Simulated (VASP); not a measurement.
Input of a VASP 6.6.1 run:

Contents of INCAR:

```
PREC = Accurate
ENCUT = 520
EDIFF = 1E-6
ISMEAR = -1
SIGMA = 0.05
LREAL = False
LASPH = True
NELM = 60
ALGO = Normal
ISIF = 2
LWAVE = False
LCHARG = True
GGA = PS
LELF = True
LVHAR = True
NBANDS = 18
```

The input KPOINTS:

```
Automatic mesh
0
Gamma
  12 12 12
```

File POSCAR:

```
Si2W
1.0
   -1.6010660947      1.6010660947      3.9083666781
    1.6010660947     -1.6010660947      3.9083666781
    1.6010660947      1.6010660947     -3.9083666781
W Si
1 2
Direct
    0.0000000000      0.0000000000      0.0000000000
    0.6655333775      0.6655333775      0.0000000000
    0.3344666225      0.3344666225      0.0000000000
```

Potentials or basis: VASP PAW PBE potentials, release 64 (W_sv, Si).

Command:

```sh
$ cat potpaw_PBE.64/W_sv/POTCAR potpaw_PBE.64/Si/POTCAR > POTCAR
$ mpirun -np 1 vasp_std > vasp.out
```

Task: Estimate the largest force.

Result: 0.012 eV/Å.

Task: Estimate the band gap on the k mesh.

Result: Zero (band 11 reaches 12.75 eV, above the bottom of band 12 at 11.42 eV).

Task: Predict the pressure.

Result: 0.3 GPa.

Forces on the atoms (eV/Å):
```
W    0.000  0.000  0.000
Si   0.000  0.000  0.012
Si   0.000  0.000 -0.012
```

Caveat: the PAW data sets were made with another functional, which shifts forces and pressure a little; spin-orbit coupling is left out, which moves the levels of the heavy elements.
